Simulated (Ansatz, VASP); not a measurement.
## Ba in VASP and in Ansatz

File INCAR:

```
SYSTEM = Ba
  PREC = Accurate
  ENCUT = 520
  EDIFF = 1E-6
  ISMEAR = -1
  SIGMA = 0.1
  LREAL = .False.
  LASPH = .True.
  NELM = 100
  ALGO = Normal
  ISIF = 2
  LWAVE = .False.
  LCHARG = .False.
  GGA = PE
  NBANDS = 11
```

File KPOINTS:

```
Automatic mesh
0
Gamma
  10 10 10
  0 0 0
```

POSCAR

```
Ba
1.0
    0.0000000000      2.4362750045      2.4362750045
    2.4362750045      0.0000000000      2.4362750045
    2.4362750045      2.4362750045      0.0000000000
Ba
1
Direct
    0.0000000000      0.0000000000      0.0000000000
```

Input for Ansatz:

```yaml
crystal:
  lattice:
    - [0.0, 2.4362750045, 2.4362750045]
    - [2.4362750045, 0.0, 2.4362750045]
    - [2.4362750045, 2.4362750045, 0.0]
  atoms:
    - { symbol: Ba, position: [0.0, 0.0, 0.0] }
kpoints:
  mp_grid: { grid: [10, 10, 10] }
  band_path:
    path:
      - [0.0, 0.0, 0.0]
      - [0.5, 0.0, 0.5]
      - [0.625, 0.25, 0.625]
      - [0.375, 0.375, 0.75]
      - [0.0, 0.0, 0.0]
      - [0.5, 0.5, 0.5]
      - [0.5, 0.25, 0.75]
      - [0.5, 0.0, 0.5]
    npoints: 8
scf:
  occupations: { method: fermi_dirac, width: 0.1 }
hamiltonian:
  xc: pbe
  pseudopotentials: { kind: all_electron, lapw: { basis_error: 0.001 } }
output:
  forces: true
  stress: true
  eigenvalues: true
  populations: true
  dos: { projected: true, de: 0.2, e_range: [-14, 8] }
```

Change from the starting cell: volume scaled by 0.45, LAPW.

Alike in both runs: task single point; functional PBE; k mesh 10 × 10 × 10; occupations fermi-dirac, width 0.1 eV; no spin polarisation.

```csv
,VASP,Ansatz
version,VASP 6.6.1,Ansatz 0.2.0
potentials or method,"VASP PAW PBE potentials, release 64 (Ba_sv), cutoff 520 eV","all-electron LAPW, scalar-relativistic"
```

VASP gave:

- pressure (GPa): 19.9

Problem. What did Ansatz give for the same quantities?

Solution. Pressure (GPa): 16.9.

Ansatz ran all-electron here, and VASP with PAW potentials.

Neither program's run includes spin-orbit coupling.
